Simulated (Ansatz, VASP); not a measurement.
## One calculation of Mo, two programs

```
Mo
1.0
     2.83797    0.00000    0.00000
    -1.41899    2.45776    0.00000
     0.00000    0.00000    9.13430
Mo
4
Direct
  0.00000 0.00000 0.00000
  0.00000 0.00000 0.50000
  0.33333 0.66667 0.75000
  0.66667 0.33333 0.25000
```

Alike in both runs: functional PBE; k mesh 6 × 6 × 2; occupations gaussian, width 0.1 eV; no spin polarisation.

Ansatz relaxed the structure, and its values are those at the end. VASP's run is a single point on that final structure, the one shown.

|  | VASP | Ansatz |
| --- | --- | --- |
| version | VASP 6.6.1 | Ansatz 0.2.0 |
| potentials or method | VASP PAW PBE potentials, release 64 (Mo_sv), cutoff 520 eV | scalar-relativistic, plane waves, PAW |
| valence electrons in the cell | 56 | 56 |

```tsv
	VASP	Ansatz	Ansatz less VASP
gap on the k mesh at the Fermi level (eV)	none	none	-
pressure (GPa)	0.7	0.2	-0.48
```

A gap of «none» marks a metal or a gap that the smearing closes.

The k mesh is coarse, so the values compare programs but aren't converged.
